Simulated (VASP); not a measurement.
# Sn3H in VASP: single point with LDA

Aim: the single point of Sn3H with LDA.

Everything below comes from runs of VASP 6.6.1. Logs are shortened: lines on timing, memory, paths and dates and some standing lists are left out, and cuts for length are marked.

**1. The cell of the first run**

The cell holds a slab with vacuum, 32 atoms: a = 9.156 Å, b = 9.156 Å, c = 21.959 Å, α = 90.00°, β = 90.00°, γ = 90.00°.

**2. Single point, LDA**

Contents of INCAR:

```
SYSTEM = Sn3H
  ALGO = Normal
  DIPOL = 0.5 0.5 0.353
  EDIFF = 1E-6
  ENCUT = 520
  GGA = CA
  IDIPOL = 3
  ISIF = 2
  ISMEAR = 0
  LASPH = .TRUE.
  LCHARG = .FALSE.
  LDIPOL = .TRUE.
  LREAL = Auto
  LUSENCCL = .FALSE.
  LWAVE = .FALSE.
  NBANDS = 194
  NELM = 100
  PREC = Accurate
  SIGMA = 0.05
```

Contents of KPOINTS:

```
k-points
0
G
  3 3 1
  0 0 0
```

Contents of POSCAR:

```
Sn3H
1.0
    9.1557438523      0.0000000000      0.0000000000
    0.0000000000      9.1557438523      0.0000000000
    0.0000000000      0.0000000000     21.9587471797
Sn H
24 8
Direct
    0.5000000000      0.2500000000      0.2284345474
    0.5000000000      0.7500000000      0.2284345474
    0.0000000000      0.2500000000      0.2284345474
    0.0000000000      0.7500000000      0.2284345474
    0.5000000000      0.5000000000      0.3021419465
    0.5000000000      0.0000000000      0.3021419465
    0.0000000000      0.5000000000      0.3021419465
    0.0000000000      0.0000000000      0.3021419465
    0.7500000000      0.5000000000      0.3758493455
    0.7500000000      0.0000000000      0.3758493455
    0.2500000000      0.5000000000      0.3758493455
    0.2500000000      0.0000000000      0.3758493455
    0.7456621306      0.7507390233      0.4503548608
    0.7456621306      0.2492609767      0.4503548608
    0.2539985233      0.7501824724      0.4458579472
    0.2539985233      0.2498175276      0.4458579472
    0.0012724993      0.7333594480      0.5193240085
    0.0012724993      0.2666405520      0.5193240085
    0.4975194248      0.7725786926      0.5257701559
    0.4975194248      0.2274213074      0.5257701559
    0.1282463347      0.0000000000      0.5499718260
    0.0827790745      0.5000000000      0.5964225634
    0.4106831467      0.0000000000      0.6086304412
    0.3763043606      0.5000000000      0.5532481605
    0.3452930074      0.2500000000      0.1833836842
    0.6538349375      0.2500000000      0.1826399267
    0.6538349375      0.7500000000      0.1826399267
    0.3452930074      0.7500000000      0.1833836842
   -0.1538349375      0.2500000000      0.1826399267
    0.1547069926      0.2500000000      0.1833836842
    0.1547069926      0.7500000000      0.1833836842
   -0.1538349375      0.7500000000      0.1826399267
```

Potentials or basis: VASP PAW LDA potentials, release 64 (Sn_d, H).

Command:

```sh
$ cat potpaw_LDA.64/Sn_d/POTCAR potpaw_LDA.64/H/POTCAR > POTCAR
$ mpirun -np 1 vasp_std > vasp.out
```

OUTCAR:

```text
SYSTEM = Sn3H
   EDIFF = 1E-6
   ENCUT = 520
   GGA = CA
   ISIF = 2
   ISMEAR = 0
   LASPH = .TRUE.
   LREAL = Auto
   NELM = 100
   PREC = Accurate

 ion  position               nearest neighbor table
   1  0.500  0.250  0.228-  25 1.73  26 1.73   5 2.80   6 2.80
   2  0.500  0.750  0.228-  28 1.73  27 1.73   5 2.80   6 2.80
   3  0.000  0.250  0.228-  30 1.73  29 1.73   7 2.80   8 2.80
   4  0.000  0.750  0.228-  31 1.73  32 1.73   7 2.80   8 2.80
   5  0.500  0.500  0.302-   9 2.80  11 2.80   1 2.80   2 2.80
   6  0.500  0.000  0.302-  10 2.80  12 2.80   1 2.80   2 2.80
   7  0.000  0.500  0.302-   9 2.80  11 2.80   3 2.80   4 2.80
   8  0.000  0.000  0.302-  10 2.80  12 2.80   3 2.80   4 2.80
   9  0.750  0.500  0.376-   5 2.80   7 2.80  13 2.82  14 2.82
  10  0.750  0.000  0.376-   6 2.80   8 2.80  13 2.81  14 2.81
  11  0.250  0.500  0.376-  15 2.76  16 2.76   5 2.80   7 2.80
  12  0.250  0.000  0.376-  15 2.76  16 2.76   6 2.80   8 2.80
  13  0.746  0.751  0.450-  17 2.79  10 2.81  19 2.82   9 2.82
  14  0.746  0.249  0.450-  18 2.79  10 2.81  20 2.82   9 2.82
  15  0.254  0.750  0.446-  12 2.76  11 2.76  17 2.82  19 2.84  21 3.43  24 3.47
  16  0.254  0.250  0.446-  12 2.76  11 2.76  18 2.82  20 2.84  21 3.43  24 3.47
  17  0.001  0.733  0.519-  21 2.79  13 2.79  15 2.82  22 2.83
  18  0.001  0.267  0.519-  21 2.79  14 2.79  16 2.82  22 2.83
  19  0.498  0.773  0.526-  24 2.80  13 2.82  15 2.84  23 2.88
  20  0.498  0.227  0.526-  24 2.80  14 2.82  16 2.84  23 2.88
  21  0.128  0.000  0.550-  17 2.79  18 2.79  23 2.89  16 3.43  15 3.43
  22  0.083  0.500  0.596-  17 2.83  18 2.83  24 2.85
  23  0.411  0.000  0.609-  19 2.88  20 2.88  21 2.89
  24  0.376  0.500  0.553-  19 2.80  20 2.80  22 2.85  16 3.47  15 3.47
  25  0.345  0.250  0.183-   1 1.73
  26  0.654  0.250  0.183-   1 1.73
  27  0.654  0.750  0.183-   2 1.73
  28  0.345  0.750  0.183-   2 1.73
  29  0.846  0.250  0.183-   3 1.73
  30  0.155  0.250  0.183-   3 1.73
  31  0.155  0.750  0.183-   4 1.73
  32  0.846  0.750  0.183-   4 1.73

  LATTYP: Found a simple tetragonal cell.
 ALAT       =     9.1557438523
 C/A-ratio  =     2.3983575266

  Lattice vectors:

 A1 = (   9.1557438523,   0.0000000000,   0.0000000000)
 A2 = (   0.0000000000,   9.1557438523,   0.0000000000)
 A3 = (   0.0000000000,   0.0000000000,  21.9587471797)

Analysis of symmetry for initial positions (statically):
=====================================================================
 Subroutine PRICEL returns:
 Original cell was already a primitive cell.

 Routine SETGRP: Setting up the symmetry group for a
 simple tetragonal supercell.

 Subroutine GETGRP returns: Found  2 space group operations
 (whereof  2 operations were pure point group operations)
 out of a pool of 16 trial point group operations.

The static configuration has the point symmetry C_1h.

Analysis of symmetry for dynamics (positions and initial velocities):
=====================================================================
 Subroutine PRICEL returns:
 Original cell was already a primitive cell.

 Routine SETGRP: Setting up the symmetry group for a
 simple tetragonal supercell.

 Subroutine GETGRP returns: Found  2 space group operations
 (whereof  2 operations were pure point group operations)
 out of a pool of 16 trial point group operations.

The dynamic configuration has the point symmetry C_1h.

 Subroutine INISYM returns: Found  2 space group operations
 (whereof  2 operations are pure point group operations),
 and found     1 'primitive' translations

----------------------------------------------------------------------------------------

                                     Primitive cell

  volume of cell :    1840.7501

  direct lattice vectors                    reciprocal lattice vectors
     9.155743852  0.000000000  0.000000000     0.109221055  0.000000000  0.000000000
     0.000000000  9.155743852  0.000000000     0.000000000  0.109221055  0.000000000
     0.000000000  0.000000000 21.958747180     0.000000000  0.000000000  0.045539939

  length of vectors
     9.155743852  9.155743852 21.958747180     0.109221055  0.109221055  0.045539939

  position of ions in fractional coordinates (direct lattice)
     0.500000000  0.250000000  0.228434547
     0.500000000  0.750000000  0.228434547
     0.000000000  0.250000000  0.228434547
     0.000000000  0.750000000  0.228434547
     0.500000000  0.500000000  0.302141947
     0.500000000  0.000000000  0.302141947
[... 24 lines left out ...]
     0.154706993  0.750000000  0.183383684
     0.846165062  0.750000000  0.182639927

  ion indices of the primitive-cell ions
   primitive index   ion index
                 1           1
                 2           2
                 3           3
                 4           4
                 5           5
                 6           6
[... 24 lines left out ...]
                31          31
                32          32

----------------------------------------------------------------------------------------

 KPOINTS: k-points

Automatic generation of k-mesh.
 Grid dimensions read from file:
 generate k-points for:    3    3    1

 Generating k-lattice:

  Cartesian coordinates                     Fractional coordinates (reciprocal lattice)
     0.036407018  0.000000000  0.000000000     0.333333333  0.000000000  0.000000000
     0.000000000  0.036407018  0.000000000     0.000000000  0.333333333  0.000000000
     0.000000000  0.000000000  0.045539939     0.000000000  0.000000000  1.000000000

  Length of vectors
     0.036407018  0.036407018  0.045539939

  Shift w.r.t. Gamma in fractional coordinates (k-lattice)
     0.000000000  0.000000000  0.000000000

 Subroutine IBZKPT returns following result:
 ===========================================

 Found      4 irreducible k-points:

 Following reciprocal coordinates:
            Coordinates               Weight
  0.000000  0.000000  0.000000      1.000000
  0.333333  0.000000  0.000000      2.000000
  0.000000  0.333333  0.000000      2.000000
  0.333333  0.333333  0.000000      4.000000
   k-points           NKPTS =      4   k-points in BZ     NKDIM =      4   number of bands    NBANDS=    194
   number of dos      NEDOS =    301   number of ions     NIONS =     32
   total plane-waves  NPLWV = 823200
   dimension x,y,z NGX =    70 NGY =   70 NGZ =  168
   dimension x,y,z NGXF=   140 NGYF=  140 NGZF=  336
   ions per type =              24   8
   NGX,Y,Z   is equivalent  to a cutoff of  12.71, 12.71, 12.72 a.u.
   NGXF,Y,Z  is equivalent  to a cutoff of  25.42, 25.42, 25.44 a.u.
 SYSTEM =  Sn3H
   PREC   = accura    normal or accurate (medium, high low for compatibility)
   ISTART =      0    job   : 0-new  1-cont  2-samecut
   ICHARG =      2    charge: 1-file 2-atom 10-const
   ISPIN  =      1    spin polarized calculation?
   LNONCOLLINEAR =      F non collinear calculations
   LSORBIT =      F    spin-orbit coupling
   LASPH  =      T    aspherical Exc in radial PAW
   ENCUT  =  520.0 eV  38.22 Ry    6.18 a.u.  17.02 17.02 40.83*2*pi/ulx,y,z
   NELM   =    100;   NELMIN=  2; NELMDL= -5     # of ELM steps
   EDIFF  = 0.1E-05   stopping-criterion for ELM
   LREAL  =      T    real-space projection
   EDIFFG = 0.1E-04   stopping-criterion for IOM
   NSW    =      0    number of steps for IOM
   IBRION =     -1    ionic relax: 0-MD 1-quasi-New 2-CG
   NFREE  =      0    steps in history (QN), initial steepest desc. (CG)
   ISIF   =      2    stress and relaxation
   ISYM   =      2    0-nonsym 1-usesym 2-fastsym
   POTIM  = 0.5000    time-step for ionic-motion
   TEBEG  =    0.0;   TEEND  =   0.0 temperature during run
   PSTRESS=    0.0 pullay stress
   NELECT =     344.0000    total number of electrons
   NUPDOWN=      -1.0000    fix difference up-down
   EMIN   =  10.00;   EMAX   =-10.00  energy-range for DOS
   EFERMI =   0.00;   METHOD = LEGACY
   ISMEAR =     0;   SIGMA  =   0.05  broadening in eV -4-tet -1-fermi 0-gaus
   EFERMI_NEDOS =   21; number of points for ismear=-14 and -15
   IALGO  =     38    algorithm
   IMIX   =      4    mixing-type and parameters
     AMIX     =   0.40;   BMIX     =  1.00
     AMIX_MAG =   1.60;   BMIX_MAG =  1.00
  volume/ion in A,a.u.               =      57.52       388.19
  Fermi-wavevector in a.u.,A,eV,Ry     =   0.935972  1.768730 11.919288  0.876043
  Thomas-Fermi vector in A             =   2.062934
   LORBIT       =      0    0 simple, 1 ext, 2 COOP (PROOUT), +10 PAW based schemes
   GGA     = CA    functional components
   LHFCALC =     F    Hartree Fock is set to
   AEXX    =    0.0000 exact exchange contribution
   IVDW    =     0    specifies the selected vdW correction
   LEPSILON=     F    determine dielectric tensor
   LRPA    =     F    only Hartree local field effects (RPA)
 non-spin polarized calculation
 Gauss-broadening in eV      SIGMA  =   0.05
  energy-cutoff  :      520.00
  volume of cell :     1840.75
 maximum number of plane-waves:     49568
 NGX is ok and might be reduce to    70
   NGX = 35   NGY = 35   NGZ = 81

 dipolmoment           0.000000      0.000000      0.196849 electrons x Angstroem

 number of electron     343.9999951 magnetization

 dipolmoment           0.000000      0.000000     -0.063621 electrons x Angstroem

 Free energy of the ion-electron system (eV)
  ---------------------------------------------------
  ext. energy  EPLUGINS =         0.00000000
  ---------------------------------------------------
  free energy    TOTEN  =      -127.44156801 eV

  energy without entropy =     -127.42458114  energy(sigma->0) =     -127.43307458

 E-fermi :  -0.3436     XC(G=0):  -4.8535

 val. band max:       -0.3705617248   @ k =   0.0000   0.0000   0.0000
 cond. band min:      -0.3339022192   @ k =   0.3333   0.0000   0.0000
 fundamental gap:      0.0366595056
 Fermi energy:        -0.3436245430

 k-point     1 :       0.0000    0.0000    0.0000
  band No.  band energies     occupation
      1     -21.7570      2.00000
      2     -21.7467      2.00000
      3     -21.7417      2.00000
      4     -21.7126      2.00000
      5     -21.7063      2.00000
      6     -21.7059      2.00000
[... 737 lines left out ...]
    183       2.1247      0.00000
    184       2.2284      0.00000
 [bands above 184 left out]

------------------------ aborting loop because EDIFF is reached ----------------------------------------

 vacuum level on the upper side and lower side of the slab       (xc-potential included)        -0.295        -0.099

  FORCE on cell =-STRESS in cart. coord.  units (eV):
  Direction    XX          YY          ZZ          XY          YZ          ZX
  --------------------------------------------------------------------------------------
  -------------------------------------------------------------------------------------
  Total       -0.9739194     -0.1614749      2.1350879      0.0000000      0.0000000     -0.0711419
  in kB       -0.8476933     -0.1405468      1.8583672      0.0000000      0.0000000     -0.0619214
  external PRESSURE =       0.2900424 kB  Pullay stress =       0.0000000 kB

 VOLUME and BASIS-vectors are now :
 -----------------------------------------------------------------------------
  energy-cutoff  :      520.00
  volume of cell :     1840.75
      direct lattice vectors                 reciprocal lattice vectors
     9.155743852  0.000000000  0.000000000     0.109221055  0.000000000  0.000000000
     0.000000000  9.155743852  0.000000000     0.000000000  0.109221055  0.000000000
     0.000000000  0.000000000 21.958747180     0.000000000  0.000000000  0.045539939

 POSITION                                       TOTAL-FORCE (eV/Angst)
 -----------------------------------------------------------------------------------
      4.57787      2.28894      5.01614         0.094981     -0.002935      0.143462
      4.57787      6.86681      5.01614         0.094981      0.002935      0.143462
      0.00000      2.28894      5.01614        -0.088650     -0.034254      0.137645
      0.00000      6.86681      5.01614        -0.088650      0.034254      0.137645
      4.57787      4.57787      6.63466        -0.035006      0.000000     -0.134859
      4.57787      0.00000      6.63466        -0.077671      0.000000     -0.091960
[... 24 lines left out ...]
      1.41646      6.86681      4.02688        -0.003458     -0.011030      0.009808
      7.74727      6.86681      4.01054         0.033999     -0.006228      0.017842
 -----------------------------------------------------------------------------------
    total drift:                                0.001673      0.000000     -0.032195

  FREE ENERGIE OF THE ION-ELECTRON SYSTEM (eV)
  ---------------------------------------------------
  free  energy   TOTEN  =      -127.4415680139 eV

  energy  without entropy=     -127.4245811415  energy(sigma->0) =     -127.43307458

 vacuum level on the upper side and lower side of the slab         4.128         4.327
```

Wall time 93 s (1 × NVIDIA H100 80GB with 1 thread of AMD EPYC 7R13 (Zen 3), shared host); peak memory 2.5 GiB.

What came out:

* Free energy: -127.4416 eV
* Largest force: 0.589 eV/Å
* Band gap on the k mesh: zero (bands 172 and 173 overlap by 0.04 eV)

Forces on the atoms (eV/Å):
```
Sn   0.095 -0.003  0.143
Sn   0.095  0.003  0.143
Sn  -0.089 -0.034  0.138
Sn  -0.089  0.034  0.138
Sn  -0.035  0.000 -0.135
Sn  -0.078  0.000 -0.092
Sn   0.074  0.000 -0.052
Sn   0.037  0.000 -0.080
Sn  -0.134  0.000 -0.026
Sn   0.002  0.000 -0.122
Sn  -0.014  0.000 -0.490
Sn   0.158  0.000 -0.567
Sn  -0.023  0.001  0.020
Sn  -0.023 -0.001  0.020
Sn   0.015  0.001 -0.005
Sn   0.015 -0.001 -0.005
Sn   0.004 -0.012  0.025
Sn   0.004  0.012  0.025
Sn  -0.003  0.006 -0.011
Sn  -0.003 -0.006 -0.011
Sn  -0.004  0.000  0.301
Sn   0.005  0.000  0.533
Sn   0.005  0.000  0.018
Sn  -0.012  0.000  0.029
H    0.006 -0.001 -0.001
H   -0.038  0.009  0.004
H   -0.038 -0.009  0.004
H    0.006  0.001 -0.001
H    0.034  0.006  0.018
H   -0.003  0.011  0.010
H   -0.003 -0.011  0.010
H    0.034 -0.006  0.018
```

Caveat: spin-orbit coupling is left out, which moves the levels of the heavy elements.

The gap in the log of VASP goes by the Fermi energy; the results here count the filled bands.